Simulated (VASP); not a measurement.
GaAs, 2 atoms in the cell. It takes space group F-43m (No. 216, cubic). The conventional cell has a = 5.654 Å, b = 5.654 Å, c = 5.654 Å, α = 90.00°, β = 90.00°, γ = 90.00°. Within 3.2 Å of Ga (site symmetry -43m) lie 4 As at 2.45 Å. As (site symmetry -43m) has 4 Ga at 2.45 Å within 3.2 Å. 

- Program: VASP 6.6.1
- Task: single point
- Functional: PBE
- Potentials or basis: VASP PAW PBE potentials, release 64 (Ga_d, As)
- Cutoff: 520 eV
- k mesh: 8 × 8 × 8
- Occupations: gaussian, width 0.05 eV
- Spin: collinear spin, ferromagnetic start
- Starting moments: [3.0, 1.0] μB
- Dipole correction: no
- Further INCAR settings: ALGO = Normal; EDIFF = 1e-06; NBANDS = 20

Potentials or basis: VASP PAW PBE potentials, release 64 (Ga_d, As).

The run is started by

```bash
$ cat potpaw_PBE.64/Ga_d/POTCAR potpaw_PBE.64/As/POTCAR > POTCAR
$ mpirun -np 1 vasp_std > vasp.out
```

Hardware: 1 thread of AMD EPYC 7571, with other jobs on the host.

Task: How long does it take, and how much memory?

Result: It took 100 s on 1 thread of AMD EPYC 7571 (shared host), peak memory 0.18 GiB. Counts: scf iterations 15, k points 29.
